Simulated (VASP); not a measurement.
# Cs2NaMnSi6 (Fm-3m) in VASP: single point with PBEsol

Aim: the single point of Cs2NaMnSi6 with PBEsol.

Everything below comes from runs of VASP 6.6.1. Logs are shortened: lines on timing, memory, paths and dates and some standing lists are left out, and cuts for length are marked.

## 1. The cell of the first run

The structure is cubic, space group Fm-3m (No. 225). The conventional cell has a = 9.246 Å, b = 9.246 Å, c = 9.246 Å, α = 90.00°, β = 90.00°, γ = 90.00°. Si (site symmetry 4mm) has 1 Mn at 1.99 Å and 1 Na at 2.64 Å within 2.7 Å. Na (site symmetry m-3m) has 6 Si at 2.64 Å within 3.5 Å. Mn (site symmetry m-3m) has 6 Si at 1.99 Å within 2.6 Å. Cs (site symmetry -43m) has 12 Si at 3.28 Å and 4 Na at 4.00 Å and 4 Mn at 4.00 Å within 4.3 Å.

## 2. Single point, PBEsol

The input, INCAR:

```
PREC = Accurate ; ENCUT = 520
EDIFF = 1E-6 ; ISMEAR = -1
SIGMA = 0.1 ; LREAL = False
LASPH = True ; NELM = 80
ALGO = Normal ; ISIF = 2
LWAVE = False ; LCHARG = False
GGA = PS ; NBANDS = 42
```

The input, KPOINTS:

```
Automatic mesh
0
Gamma
  6 6 6
```

The input, POSCAR:

```
Cs2NaMnSi6
1.0
    0.0000000000      4.6228450000      4.6228450000
    4.6228450000      0.0000000000      4.6228450000
    4.6228450000      4.6228450000      0.0000000000
Si Na Mn Cs
6 1 1 2
Direct
    0.7850000000      0.2150000000      0.2150000000
    0.2150000000      0.7850000000      0.2150000000
    0.2150000000      0.7850000000      0.7850000000
    0.7850000000      0.2150000000      0.7850000000
    0.2150000000      0.2150000000      0.7850000000
    0.7850000000      0.7850000000      0.2150000000
    0.5000000000      0.5000000000      0.5000000000
    0.0000000000      0.0000000000      0.0000000000
    0.2500000000      0.2500000000      0.2500000000
    0.7500000000      0.7500000000      0.7500000000
```

Potentials or basis: VASP PAW PBE potentials, release 64 (Si, Na_pv, Mn_pv, Cs_sv).

Run with:

```bash
$ cat potpaw_PBE.64/Si/POTCAR potpaw_PBE.64/Na_pv/POTCAR potpaw_PBE.64/Mn_pv/POTCAR potpaw_PBE.64/Cs_sv/POTCAR > POTCAR
$ mpirun -np 1 vasp_std > vasp.out
```

OUTCAR:

```text
PREC = Accurate
   ENCUT = 520
   EDIFF = 1E-6
   ISMEAR = -1
   LREAL = False
   LASPH = True
   NELM = 80
   ISIF = 2
   GGA = PS

 ion  position               nearest neighbor table
   1  0.785  0.215  0.215-   8 1.99   7 2.64   5 2.81   6 2.81   2 2.81   4 2.81
   2  0.215  0.785  0.215-   8 1.99   7 2.64   5 2.81   6 2.81   1 2.81   3 2.81
   3  0.215  0.785  0.785-   8 1.99   7 2.64   5 2.81   6 2.81   2 2.81   4 2.81
   4  0.785  0.215  0.785-   8 1.99   7 2.64   5 2.81   6 2.81   1 2.81   3 2.81
   5  0.215  0.215  0.785-   8 1.99   7 2.64   3 2.81   4 2.81   1 2.81   2 2.81
   6  0.785  0.785  0.215-   8 1.99   7 2.64   3 2.81   4 2.81   1 2.81   2 2.81
   7  0.500  0.500  0.500-   1 2.64   2 2.64   3 2.64   4 2.64   5 2.64   6 2.64
   8  0.000  0.000  0.000-   1 1.99   2 1.99   3 1.99   4 1.99   5 1.99   6 1.99
   9  0.250  0.250  0.250-
  10  0.750  0.750  0.750-

  LATTYP: Found a face centered cubic cell.
 ALAT       =     9.2456900000

  Lattice vectors:

 A1 = (   0.0000000000,   4.6228450000,   4.6228450000)
 A2 = (   4.6228450000,   0.0000000000,   4.6228450000)
 A3 = (   4.6228450000,   4.6228450000,   0.0000000000)

Analysis of symmetry for initial positions (statically):
=====================================================================
 Subroutine PRICEL returns:
 Original cell was already a primitive cell.

 Routine SETGRP: Setting up the symmetry group for a
 face centered cubic supercell.

 Subroutine GETGRP returns: Found 48 space group operations
 (whereof 48 operations were pure point group operations)
 out of a pool of 48 trial point group operations.

The static configuration has the point symmetry O_h .

Analysis of symmetry for dynamics (positions and initial velocities):
=====================================================================
 Subroutine PRICEL returns:
 Original cell was already a primitive cell.

 Routine SETGRP: Setting up the symmetry group for a
 face centered cubic supercell.

 Subroutine GETGRP returns: Found 48 space group operations
 (whereof 48 operations were pure point group operations)
 out of a pool of 48 trial point group operations.

The dynamic configuration has the point symmetry O_h .

 Subroutine INISYM returns: Found 48 space group operations
 (whereof 48 operations are pure point group operations),
 and found     1 'primitive' translations

----------------------------------------------------------------------------------------

                                     Primitive cell

  volume of cell :     197.5868

  direct lattice vectors                    reciprocal lattice vectors
     0.000000000  4.622845000  4.622845000    -0.108158504  0.108158504  0.108158504
     4.622845000  0.000000000  4.622845000     0.108158504 -0.108158504  0.108158504
     4.622845000  4.622845000  0.000000000     0.108158504  0.108158504 -0.108158504

  length of vectors
     6.537690096  6.537690096  6.537690096     0.187336024  0.187336024  0.187336024

  position of ions in fractional coordinates (direct lattice)
     0.785000000  0.215000000  0.215000000
     0.215000000  0.785000000  0.215000000
     0.215000000  0.785000000  0.785000000
     0.785000000  0.215000000  0.785000000
     0.215000000  0.215000000  0.785000000
     0.785000000  0.785000000  0.215000000
     0.500000000  0.500000000  0.500000000
     0.000000000  0.000000000  0.000000000
     0.250000000  0.250000000  0.250000000
     0.750000000  0.750000000  0.750000000

  ion indices of the primitive-cell ions
   primitive index   ion index
                 1           1
                 2           2
                 3           3
                 4           4
                 5           5
                 6           6
                 7           7
                 8           8
                 9           9
                10          10

----------------------------------------------------------------------------------------

 KPOINTS: Automatic mesh

Automatic generation of k-mesh.
 Grid dimensions read from file:
 generate k-points for:    6    6    6

 Generating k-lattice:

  Cartesian coordinates                     Fractional coordinates (reciprocal lattice)
    -0.018026417  0.018026417  0.018026417     0.166666667  0.000000000  0.000000000
     0.018026417 -0.018026417  0.018026417     0.000000000  0.166666667  0.000000000
     0.018026417  0.018026417 -0.018026417     0.000000000  0.000000000  0.166666667

  Length of vectors
     0.031222671  0.031222671  0.031222671

  Shift w.r.t. Gamma in fractional coordinates (k-lattice)
     0.000000000  0.000000000  0.000000000

 Subroutine IBZKPT returns following result:
 ===========================================

 Found     16 irreducible k-points:

 Following reciprocal coordinates:
            Coordinates               Weight
  0.000000  0.000000  0.000000      1.000000
  0.166667  0.000000  0.000000      8.000000
  0.333333  0.000000  0.000000      8.000000
  0.500000  0.000000  0.000000      4.000000
  0.166667  0.166667  0.000000      6.000000
  0.333333  0.166667  0.000000     24.000000
[... 8 lines left out ...]
 -0.333333  0.333333  0.166667     24.000000
 -0.333333  0.500000  0.166667     12.000000
   k-points           NKPTS =     16   k-points in BZ     NKDIM =     16   number of bands    NBANDS=     42
   number of dos      NEDOS =    301   number of ions     NIONS =     10
   total plane-waves  NPLWV = 125000
   dimension x,y,z NGX =    50 NGY =   50 NGZ =   50
   dimension x,y,z NGXF=   100 NGYF=  100 NGZF=  100
   ions per type =               6   1   1   2
   NGX,Y,Z   is equivalent  to a cutoff of  12.71, 12.71, 12.71 a.u.
   NGXF,Y,Z  is equivalent  to a cutoff of  25.43, 25.43, 25.43 a.u.
 SYSTEM =  unknown system
   PREC   = accura    normal or accurate (medium, high low for compatibility)
   ISTART =      0    job   : 0-new  1-cont  2-samecut
   ICHARG =      2    charge: 1-file 2-atom 10-const
   ISPIN  =      1    spin polarized calculation?
   LNONCOLLINEAR =      F non collinear calculations
   LSORBIT =      F    spin-orbit coupling
   LASPH  =      T    aspherical Exc in radial PAW
   ENCUT  =  520.0 eV  38.22 Ry    6.18 a.u.  12.16 12.16 12.16*2*pi/ulx,y,z
   NELM   =     80;   NELMIN=  2; NELMDL= -5     # of ELM steps
   EDIFF  = 0.1E-05   stopping-criterion for ELM
   LREAL  =      F    real-space projection
   EDIFFG = 0.1E-04   stopping-criterion for IOM
   NSW    =      0    number of steps for IOM
   IBRION =     -1    ionic relax: 0-MD 1-quasi-New 2-CG
   NFREE  =      0    steps in history (QN), initial steepest desc. (CG)
   ISIF   =      2    stress and relaxation
   ISYM   =      2    0-nonsym 1-usesym 2-fastsym
   POTIM  = 0.5000    time-step for ionic-motion
   TEBEG  =    0.0;   TEEND  =   0.0 temperature during run
   PSTRESS=    0.0 pullay stress
   NELECT =      62.0000    total number of electrons
   NUPDOWN=      -1.0000    fix difference up-down
   EMIN   =  10.00;   EMAX   =-10.00  energy-range for DOS
   EFERMI =   0.00;   METHOD = LEGACY
   ISMEAR =    -1;   SIGMA  =   0.10  broadening in eV -4-tet -1-fermi 0-gaus
   EFERMI_NEDOS =   21; number of points for ismear=-14 and -15
   IALGO  =     38    algorithm
   IMIX   =      4    mixing-type and parameters
     AMIX     =   0.40;   BMIX     =  1.00
     AMIX_MAG =   1.60;   BMIX_MAG =  1.00
  volume/ion in A,a.u.               =      19.76       133.34
  Fermi-wavevector in a.u.,A,eV,Ry     =   1.112464  2.102253 16.838253  1.237577
  Thomas-Fermi vector in A             =   2.249039
   LORBIT       =      0    0 simple, 1 ext, 2 COOP (PROOUT), +10 PAW based schemes
   GGA     = PS    functional components
   LHFCALC =     F    Hartree Fock is set to
   AEXX    =    0.0000 exact exchange contribution
   IVDW    =     0    specifies the selected vdW correction
   LEPSILON=     F    determine dielectric tensor
   LRPA    =     F    only Hartree local field effects (RPA)
 non-spin polarized calculation
  energy-cutoff  :      520.00
  volume of cell :      197.59
 maximum number of plane-waves:      5365
 NGX is ok and might be reduce to    50
   NGX = 25   NGY = 25   NGZ = 25

 number of electron      61.9999999 magnetization

 Free energy of the ion-electron system (eV)
  ---------------------------------------------------
  ext. energy  EPLUGINS =         0.00000000
  ---------------------------------------------------
  free energy    TOTEN  =       -38.59116248 eV

  energy without entropy =      -38.46529906  energy(sigma->0) =      -38.52823077

 E-fermi :   6.0261     XC(G=0): -10.3016

 val. band max:        6.0036437950   @ k =  -0.3333   0.1667   0.0000
 cond. band min:       6.1054517864   @ k =   0.5000   0.3333   0.1667
 fundamental gap:      0.1018079915
 Fermi energy:         6.0261237576

 k-point     1 :       0.0000    0.0000    0.0000
  band No.  band energies     occupation
      1     -42.1110      2.00000
      2     -42.1110      2.00000
      3     -42.1110      2.00000
      4     -16.8501      2.00000
      5     -16.8501      2.00000
      6     -16.8501      2.00000
[... 34 lines left out ...]
     41       9.9990      0.00000
     42      10.4139      0.00000

 k-point     2 :       0.1667    0.0000    0.0000
  band No.  band energies     occupation
      1     -42.1110      2.00000
      2     -42.1110      2.00000
      3     -42.1110      2.00000
      4     -16.8503      2.00000
      5     -16.8501      2.00000
      6     -16.8501      2.00000
[... 34 lines left out ...]
     41      10.0044      0.00000
     42      10.2535      0.00000

 k-point     3 :       0.3333    0.0000    0.0000
  band No.  band energies     occupation
      1     -42.1111      2.00000
      2     -42.1110      2.00000
      3     -42.1110      2.00000
      4     -16.8508      2.00000
      5     -16.8501      2.00000
      6     -16.8501      2.00000
[... 537 lines left out ...]
      4     -16.8508      2.00000
      5     -16.8506      2.00000
      6     -16.8501      2.00000
[... 34 lines left out ...]
     41       9.2573      0.00000
     42      10.1305      0.00000

 k-point    16 :      -0.3333    0.5000    0.1667
  band No.  band energies     occupation
      1     -42.1110      2.00000
      2     -42.1110      2.00000
      3     -42.1110      2.00000
      4     -16.8510      2.00000
      5     -16.8504      2.00000
      6     -16.8502      2.00000
[... 34 lines left out ...]
     41       9.4313      0.00000
     42       9.6747      0.00000

------------------------ aborting loop because EDIFF is reached ----------------------------------------

  FORCE on cell =-STRESS in cart. coord.  units (eV):
  Direction    XX          YY          ZZ          XY          YZ          ZX
  --------------------------------------------------------------------------------------
  -------------------------------------------------------------------------------------
  Total       25.8722865     25.8722865     25.8722865     -0.0000000      0.0000000     -0.0000000
  in kB      209.7912652    209.7912652    209.7912652     -0.0000000      0.0000000     -0.0000000
  external PRESSURE =     209.7912652 kB  Pullay stress =       0.0000000 kB

 VOLUME and BASIS-vectors are now :
 -----------------------------------------------------------------------------
  energy-cutoff  :      520.00
  volume of cell :      197.59
      direct lattice vectors                 reciprocal lattice vectors
     0.000000000  4.622845000  4.622845000    -0.108158504  0.108158504  0.108158504
     4.622845000  0.000000000  4.622845000     0.108158504 -0.108158504  0.108158504
     4.622845000  4.622845000  0.000000000     0.108158504  0.108158504 -0.108158504

 POSITION                                       TOTAL-FORCE (eV/Angst)
 -----------------------------------------------------------------------------------
      1.98782      4.62284      4.62284         3.484440      0.000000     -0.000000
      4.62284      1.98782      4.62284         0.000000      3.484440     -0.000000
      7.25787      4.62284      4.62284        -3.484440      0.000000     -0.000000
      4.62284      7.25787      4.62284         0.000000     -3.484440     -0.000000
      4.62284      4.62284      1.98782         0.000000      0.000000      3.484440
      4.62284      4.62284      7.25787         0.000000      0.000000     -3.484440
      4.62284      4.62284      4.62284         0.000000      0.000000     -0.000000
      0.00000      0.00000      0.00000         0.000000      0.000000     -0.000000
      2.31142      2.31142      2.31142        -0.000000      0.000000     -0.000000
      6.93427      6.93427      6.93427         0.000000      0.000000     -0.000000
 -----------------------------------------------------------------------------------
    total drift:                               -0.000000     -0.000000     -0.000000

  FREE ENERGIE OF THE ION-ELECTRON SYSTEM (eV)
  ---------------------------------------------------
  free  energy   TOTEN  =       -38.5911624820 eV

  energy  without entropy=      -38.4652990631  energy(sigma->0) =      -38.52823077
```

It took 7.1 min on 1 thread of Oxide Virtual Turin-like, shared host; peak memory 0.39 GiB.

What came out:

```yaml
Free_energy: -38.5912 eV
Pressure: 21.0 GPa
Largest_force: 3.484 eV/Å
Band_gap_on_the_k_mesh: zero (bands 31 and 32 overlap by 0.77 eV)
```

Forces on the atoms (eV/Å):
```
Si   3.484  0.000  0.000
Si   0.000  3.484  0.000
Si  -3.484  0.000  0.000
Si   0.000 -3.484  0.000
Si   0.000  0.000  3.484
Si   0.000  0.000 -3.484
Na   0.000  0.000  0.000
Mn   0.000  0.000  0.000
Cs   0.000  0.000  0.000
Cs   0.000  0.000  0.000
```

Caveat: the cell stands under pressure; the PAW data sets were made with another functional, which shifts forces and pressure a little; spin-orbit coupling is left out, which moves the levels of the heavy elements; the run has no spin polarisation, though such a crystal can be magnetic. Spin polarisation is off, so any magnetic state and its effect on volume and gap are missing.

The gap in the log of VASP goes by the Fermi energy; the results here count the filled bands.